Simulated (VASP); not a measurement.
# P (C2/m) in VASP: single point with r2SCAN

Aim: the single point of P with r2SCAN.

Everything below comes from runs of VASP 6.6.1. Logs are shortened: lines on timing, memory, paths and dates and some standing lists are left out, and cuts for length are marked.

### Step 1. The cell of the first run

The structure is monoclinic, space group C2/m (No. 12). Conventional cell: a = 9.649 Å, b = 8.575 Å, c = 5.560 Å, α = 90.00°, β = 90.22°, γ = 90.00°. Within 2.9 Å of P (site symmetry m) lie 3 P at 2.19 Å. P (site symmetry m) has 3 P at 2.19 Å within 2.9 Å. P (site symmetry 1) has 3 P at 2.19 Å within 2.9 Å.

### Step 2. Single point, r2SCAN

POSCAR reads:

```
P
1.0
    4.8245032910     -4.2876009767      0.0008723806
    4.8245032910      4.2876009767      0.0008723806
   -0.0226971801      0.0000000000      5.5604340637
P
8
Direct
    0.8447546208      0.8447546208      0.2493724164
    0.1552453792      0.1552453792      0.7506275836
    0.7157005191      0.7157005191      0.5727192411
    0.2842994809      0.2842994809      0.4272807589
    0.5201022937      0.7755658590      0.2514761767
    0.2244341410      0.4798977063      0.7485238233
    0.4798977063      0.2244341410      0.7485238233
    0.7755658590      0.5201022937      0.2514761767
```

INCAR.step1 reads:

```
PREC     = Accurate       # precision mode
ENCUT    = 520            # plane-wave cutoff, eV
ISMEAR   = 0              # smearing method
SIGMA    = 0.02           # smearing width, eV
LREAL    = False          # projectors in reciprocal space
LASPH    = True           # aspherical terms in the spheres
NELM     = 80             # most SCF steps
NBANDS   = 30             # bands
GGA      = PE             # functional
ALGO     = Normal         # electronic algorithm
EDIFF    = 1E-4           # SCF threshold, eV
LWAVE    = True           # write WAVECAR
LCHARG   = False          # write CHGCAR
```

INCAR.step2 reads:

```
PREC     = Accurate       # precision mode
ENCUT    = 520            # plane-wave cutoff, eV
EDIFF    = 1E-6           # SCF threshold, eV
ISMEAR   = 0              # smearing method
SIGMA    = 0.02           # smearing width, eV
LREAL    = False          # projectors in reciprocal space
LASPH    = True           # aspherical terms in the spheres
NELM     = 80             # most SCF steps
ALGO     = Normal         # electronic algorithm
ISIF     = 2              # what is computed and relaxed
LWAVE    = False          # write WAVECAR
LCHARG   = False          # write CHGCAR
METAGGA  = R2SCAN         # meta-GGA
LMIXTAU  = True         
NBANDS   = 30             # bands
ISTART   = 1
```

KPOINTS reads:

```
Automatic mesh
0
Gamma
  4 4 4
```

Potentials or basis: VASP PAW PBE potentials, release 64 (P).

On the command line:

```
$ cat potpaw_PBE.64/P/POTCAR > POTCAR
$ cp INCAR.step1 INCAR
$ mpirun -np 1 vasp_std > vasp.out
$ cp INCAR.step2 INCAR
$ mpirun -np 1 vasp_std > vasp.out
```

OUTCAR:

```text
PREC = Accurate
   ENCUT = 520
   EDIFF = 1E-6
   ISMEAR = 0
   LREAL = False
   LASPH = True
   NELM = 80
   ISIF = 2
   METAGGA = R2SCAN
   ISTART = 1

 ion  position               nearest neighbor table
   1  0.845  0.845  0.249-   3 2.19   5 2.19   8 2.19
   2  0.155  0.155  0.751-   4 2.19   6 2.19   7 2.19
   3  0.716  0.716  0.573-   1 2.19   5 2.19   8 2.19
   4  0.284  0.284  0.427-   2 2.19   6 2.19   7 2.19
   5  0.520  0.776  0.251-   8 2.19   3 2.19   1 2.19
   6  0.224  0.480  0.749-   7 2.19   4 2.19   2 2.19
   7  0.480  0.224  0.749-   6 2.19   4 2.19   2 2.19
   8  0.776  0.520  0.251-   5 2.19   3 2.19   1 2.19

  LATTYP: Found a base centered monoclinic cell.
 ALAT       =     9.6490067397
 B/A-ratio  =     0.8887134380
 C/A-ratio  =     0.5762748993
 COS(beta)  =    -0.0039010525

  Lattice vectors:

 A1 = (   4.8245032910,  -4.2876009767,   0.0008723806)
 A2 = (   4.8245032910,   4.2876009767,   0.0008723806)
 A3 = (  -0.0226971801,   0.0000000000,   5.5604340637)

Analysis of symmetry for initial positions (statically):
=====================================================================
 Subroutine PRICEL returns:
 Original cell was already a primitive cell.

 Routine SETGRP: Setting up the symmetry group for a
 base centered monoclinic supercell.

 Subroutine GETGRP returns: Found  4 space group operations
 (whereof  4 operations were pure point group operations)
 out of a pool of  4 trial point group operations.

The static configuration has the point symmetry C_2h.

Analysis of symmetry for dynamics (positions and initial velocities):
=====================================================================
 Subroutine PRICEL returns:
 Original cell was already a primitive cell.

 Routine SETGRP: Setting up the symmetry group for a
 base centered monoclinic supercell.

 Subroutine GETGRP returns: Found  4 space group operations
 (whereof  4 operations were pure point group operations)
 out of a pool of  4 trial point group operations.

The dynamic configuration has the point symmetry C_2h.

 Subroutine INISYM returns: Found  4 space group operations
 (whereof  4 operations are pure point group operations),
 and found     1 'primitive' translations

----------------------------------------------------------------------------------------

                                     Primitive cell

  volume of cell :     230.0414

  direct lattice vectors                    reciprocal lattice vectors
     4.824503291 -4.287600977  0.000872381     0.103637535 -0.116615329  0.000423039
     4.824503291  4.287600977  0.000872381     0.103637535  0.116615329  0.000423039
    -0.022697180  0.000000000  5.560434064    -0.000032520  0.000000000  0.179841942

  length of vectors
     6.454405852  6.454405852  5.560480387     0.156012989  0.156012989  0.179841945

  position of ions in fractional coordinates (direct lattice)
     0.844754621  0.844754621  0.249372416
     0.155245379  0.155245379  0.750627584
     0.715700519  0.715700519  0.572719241
     0.284299481  0.284299481  0.427280759
     0.520102294  0.775565859  0.251476177
     0.224434141  0.479897706  0.748523823
     0.479897706  0.224434141  0.748523823
     0.775565859  0.520102294  0.251476177

  ion indices of the primitive-cell ions
   primitive index   ion index
                 1           1
                 2           2
                 3           3
                 4           4
                 5           5
                 6           6
                 7           7
                 8           8

----------------------------------------------------------------------------------------

 KPOINTS: Automatic mesh

Automatic generation of k-mesh.
 Grid dimensions read from file:
 generate k-points for:    4    4    4

 Generating k-lattice:

  Cartesian coordinates                     Fractional coordinates (reciprocal lattice)
     0.025909384 -0.029153832  0.000105760     0.250000000  0.000000000  0.000000000
     0.025909384  0.029153832  0.000105760     0.000000000  0.250000000  0.000000000
    -0.000008130  0.000000000  0.044960486     0.000000000  0.000000000  0.250000000

  Length of vectors
     0.039003247  0.039003247  0.044960486

  Shift w.r.t. Gamma in fractional coordinates (k-lattice)
     0.000000000  0.000000000  0.000000000

 Subroutine IBZKPT returns following result:
 ===========================================

 Found     24 irreducible k-points:

 Following reciprocal coordinates:
            Coordinates               Weight
  0.000000  0.000000  0.000000      1.000000
  0.250000 -0.000000  0.000000      4.000000
  0.500000 -0.000000  0.000000      2.000000
  0.250000  0.250000  0.000000      2.000000
  0.500000  0.250000  0.000000      4.000000
 -0.250000  0.250000  0.000000      2.000000
[... 16 lines left out ...]
 -0.250000  0.250000  0.500000      2.000000
  0.500000  0.500000  0.500000      1.000000
   k-points           NKPTS =     24   k-points in BZ     NKDIM =     24   number of bands    NBANDS=     30
   number of dos      NEDOS =    301   number of ions     NIONS =      8
   total plane-waves  NPLWV =  96768
   dimension x,y,z NGX =    48 NGY =   48 NGZ =   42
   dimension x,y,z NGXF=    96 NGYF=   96 NGZF=   84
   ions per type =               8
   NGX,Y,Z   is equivalent  to a cutoff of  12.36, 12.36, 12.56 a.u.
   NGXF,Y,Z  is equivalent  to a cutoff of  24.73, 24.73, 25.11 a.u.
 SYSTEM =  unknown system
   PREC   = accura    normal or accurate (medium, high low for compatibility)
   ISTART =      1    job   : 0-new  1-cont  2-samecut
   ICHARG =      0    charge: 1-file 2-atom 10-const
   ISPIN  =      1    spin polarized calculation?
   LNONCOLLINEAR =      F non collinear calculations
   LSORBIT =      F    spin-orbit coupling
   LASPH  =      T    aspherical Exc in radial PAW
   ENCUT  =  520.0 eV  38.22 Ry    6.18 a.u.  12.00 12.00 10.34*2*pi/ulx,y,z
   NELM   =     80;   NELMIN=  2; NELMDL=  0     # of ELM steps
   EDIFF  = 0.1E-05   stopping-criterion for ELM
   LREAL  =      F    real-space projection
   EDIFFG = 0.1E-04   stopping-criterion for IOM
   NSW    =      0    number of steps for IOM
   IBRION =     -1    ionic relax: 0-MD 1-quasi-New 2-CG
   NFREE  =      0    steps in history (QN), initial steepest desc. (CG)
   ISIF   =      2    stress and relaxation
   ISYM   =      2    0-nonsym 1-usesym 2-fastsym
   POTIM  = 0.5000    time-step for ionic-motion
   TEBEG  =    0.0;   TEEND  =   0.0 temperature during run
   PSTRESS=    0.0 pullay stress
   NELECT =      40.0000    total number of electrons
   NUPDOWN=      -1.0000    fix difference up-down
   EMIN   =  10.00;   EMAX   =-10.00  energy-range for DOS
   EFERMI =   0.00;   METHOD = LEGACY
   ISMEAR =     0;   SIGMA  =   0.02  broadening in eV -4-tet -1-fermi 0-gaus
   EFERMI_NEDOS =   21; number of points for ismear=-14 and -15
   IALGO  =     38    algorithm
   IMIX   =      4    mixing-type and parameters
     AMIX     =   0.40;   BMIX     =  1.00
     AMIX_MAG =   1.60;   BMIX_MAG =  1.00
  volume/ion in A,a.u.               =      28.76       194.05
  Fermi-wavevector in a.u.,A,eV,Ry     =   0.913747  1.726732 11.359972  0.834934
  Thomas-Fermi vector in A             =   2.038295
   LORBIT       =      0    0 simple, 1 ext, 2 COOP (PROOUT), +10 PAW based schemes
   METAGGA = R2SCAN    functional components
   LHFCALC =     F    Hartree Fock is set to
   AEXX    =    0.0000 exact exchange contribution
   IVDW    =     0    specifies the selected vdW correction
   LEPSILON=     F    determine dielectric tensor
   LRPA    =     F    only Hartree local field effects (RPA)
 non-spin polarized calculation
 Gauss-broadening in eV      SIGMA  =   0.02
  energy-cutoff  :      520.00
  volume of cell :      230.04
 maximum number of plane-waves:      6216
   NGX = 23   NGY = 23   NGZ = 21

 number of electron      39.9999999 magnetization

 Free energy of the ion-electron system (eV)
  ---------------------------------------------------
  ext. energy  EPLUGINS =         0.00000000
  ---------------------------------------------------
  free energy    TOTEN  =       -70.76788644 eV

  energy without entropy =      -70.76788644  energy(sigma->0) =      -70.76788644

 E-fermi :   0.6868     XC(G=0):  -8.1583

 val. band max:        0.5766103272   @ k =   0.5000  -0.0000   0.5000
 cond. band min:       3.9052601910   @ k =   0.0000   0.0000   0.0000
 fundamental gap:      3.3286498638
 Fermi energy:         0.6867816330

 k-point     1 :       0.0000    0.0000    0.0000
  band No.  band energies     occupation
      1     -14.4466      2.00000
      2     -14.2356      2.00000
      3      -7.3674      2.00000
      4      -7.2771      2.00000
      5      -7.0665      2.00000
      6      -6.9272      2.00000
[... 22 lines left out ...]
     29       6.7479      0.00000
     30       7.9097      0.00000

 k-point     2 :       0.2500   -0.0000    0.0000
  band No.  band energies     occupation
      1     -14.4185      2.00000
      2     -14.2615      2.00000
      3      -7.3697      2.00000
      4      -7.2613      2.00000
      5      -7.0672      2.00000
      6      -7.0256      2.00000
[... 22 lines left out ...]
     29       6.3256      0.00000
     30       7.1144      0.00000

 k-point     3 :       0.5000   -0.0000    0.0000
  band No.  band energies     occupation
      1     -14.3730      2.00000
      2     -14.3049      2.00000
      3      -7.3567      2.00000
      4      -7.2532      2.00000
      5      -7.1453      2.00000
      6      -7.0277      2.00000
[... 682 lines left out ...]
     29       6.1544      0.00000
     30       6.4524      0.00000

 k-point    24 :       0.5000    0.5000    0.5000
  band No.  band energies     occupation
      1     -14.3171      2.00000
      2     -14.2925      2.00000
      3      -7.4154      2.00000
      4      -7.3568      2.00000
      5      -7.3354      2.00000
      6      -7.2750      2.00000
[... 22 lines left out ...]
     29       6.2033      0.00000
     30       6.2791      0.00000

------------------------ aborting loop because EDIFF is reached ----------------------------------------

  FORCE on cell =-STRESS in cart. coord.  units (eV):
  Direction    XX          YY          ZZ          XY          YZ          ZX
  --------------------------------------------------------------------------------------
  -------------------------------------------------------------------------------------
  Total       -0.9293830     -0.8759079     -0.9209124      0.0000000      0.0000000      0.0147881
  in kB       -6.4729064     -6.1004664     -6.4139110      0.0000000      0.0000000      0.1029954
  external PRESSURE =      -6.3290946 kB  Pullay stress =       0.0000000 kB

 VOLUME and BASIS-vectors are now :
 -----------------------------------------------------------------------------
  energy-cutoff  :      520.00
  volume of cell :      230.04
      direct lattice vectors                 reciprocal lattice vectors
     4.824503291 -4.287600977  0.000872381     0.103637535 -0.116615329  0.000423039
     4.824503291  4.287600977  0.000872381     0.103637535  0.116615329  0.000423039
    -0.022697180  0.000000000  5.560434064    -0.000032520  0.000000000  0.179841942

 POSITION                                       TOTAL-FORCE (eV/Angst)
 -----------------------------------------------------------------------------------
      8.14538      0.00000      1.38809        -0.232028     -0.000000      0.085508
      1.48093      0.00000      4.17409         0.232028     -0.000000     -0.085508
      6.89280      0.00000      3.18582        -0.006632     -0.000000     -0.244310
      2.73351      0.00000      2.37636         0.006632     -0.000000      0.244310
      6.24525      1.09533      1.39945         0.114034     -0.197438      0.077867
      3.38106      1.09533      4.16273        -0.114034     -0.197438     -0.077867
      3.38106     -1.09533      4.16273        -0.114034      0.197438     -0.077867
      6.24525     -1.09533      1.39945         0.114034      0.197438      0.077867
 -----------------------------------------------------------------------------------
    total drift:                               -0.000000     -0.000000      0.000000

  FREE ENERGIE OF THE ION-ELECTRON SYSTEM (eV)
  ---------------------------------------------------
  free  energy   TOTEN  =       -70.7678864397 eV

  energy  without entropy=      -70.7678864397  energy(sigma->0) =      -70.76788644
```

Run time: 9.6 min. Hardware: 1 thread of Oxide Virtual Turin-like, shared host; peak memory 0.35 GiB.

Results:

```yaml
Free_energy: -70.7679 eV
Pressure: -0.6 GPa
Largest_force: 0.247 eV/Å
Band_gap_on_the_k_mesh: 3.33 eV, indirect (least direct gap 3.68 eV)
```

Forces in eV/Å, atoms in the order of the input:
```
P   -0.232  0.000  0.086
P    0.232  0.000 -0.086
P   -0.007  0.000 -0.244
P    0.007  0.000  0.244
P    0.114 -0.197  0.078
P   -0.114 -0.197 -0.078
P   -0.114  0.197 -0.078
P    0.114  0.197  0.078
```

Caveat: the PAW data sets were made with another functional, which shifts forces and pressure a little. A k mesh can miss the band edges.
